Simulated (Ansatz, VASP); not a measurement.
One calculation of Re, two programs

INCAR

```
ALGO = Normal ; EDIFF = 1E-6
EDIFFG = -0.01 ; ENCUT = 600
GGA = RP ; IBRION = 2
ISIF = 3 ; ISMEAR = -1
LASPH = True ; LCHARG = False
LREAL = False ; LWAVE = False
NELM = 80 ; NSW = 60
PREC = Accurate ; SIGMA = 0.05
```

KPOINTS

```
k-points
0
Gamma
  11 11 6
```

POSCAR

```
Re
1.0
    2.7608000000      0.0000000000      0.0000000000
   -1.3804000000      2.3909229348      0.0000000000
    0.0000000000      0.0000000000      4.4582000000
Re
2
Direct
    0.6666666667      0.3333333333      0.7500000000
    0.3333333333      0.6666666667      0.2500000000
```

The input input.yaml:

```yaml
crystal:
  lattice:
    - [2.7608, 0.0, 0.0]
    - [-1.3804, 2.3909229348, 0.0]
    - [0.0, 0.0, 4.4582]
  atoms:
    - { symbol: Re, position: [0.6666666667, 0.3333333333, 0.75] }
    - { symbol: Re, position: [0.3333333333, 0.6666666667, 0.25] }
hamiltonian:
  xc: rpbe
  pseudopotentials: { kind: paw }
kpoints:
  mp_grid: { grid: [11, 11, 6] }
scf:
  occupations: { method: fermi_dirac, width: 0.05 }
output:
  forces: true
  stress: true
relax:
  f_tol: 0.01
  max_steps: 40
  cell: { stress_tol: 0.05 }
```

Alike in both runs: task relaxation of cell and atoms; functional RPBE; k mesh 11 × 11 × 6; occupations fermi-dirac, width 0.05 eV; no spin polarisation.

|  | VASP | Ansatz |
| --- | --- | --- |
| version | VASP 6.6.1 | Ansatz 0.2.0 |
| potentials or method | VASP PAW PBE potentials, release 64 (Re) | Ansatz PAW |
| plane-wave cutoff (eV) | 600 | 420 |
| valence electrons in the cell | 14 | 30 |

|  | VASP | Ansatz | Ansatz less VASP |
| --- | --- | --- | --- |
| relaxed volume (Å³/atom) | 15.09 | 15.11 | +0.025 |
| relaxed length of the cell vector where the two differ most in proportion (Å) | 4.496 | 4.502 | +0.0056 |

VASP's potentials were made for PBE, not for RPBE. VASP's potentials hold 14 valence electrons a cell and Ansatz's 30, so a difference there can come from the potentials and not from the codes.

Spin-orbit coupling is off throughout. Noted on Ansatz's run: the plane-wave basis is chosen anew once the cell has moved, so the energies of steps on either side of that aren't comparable.
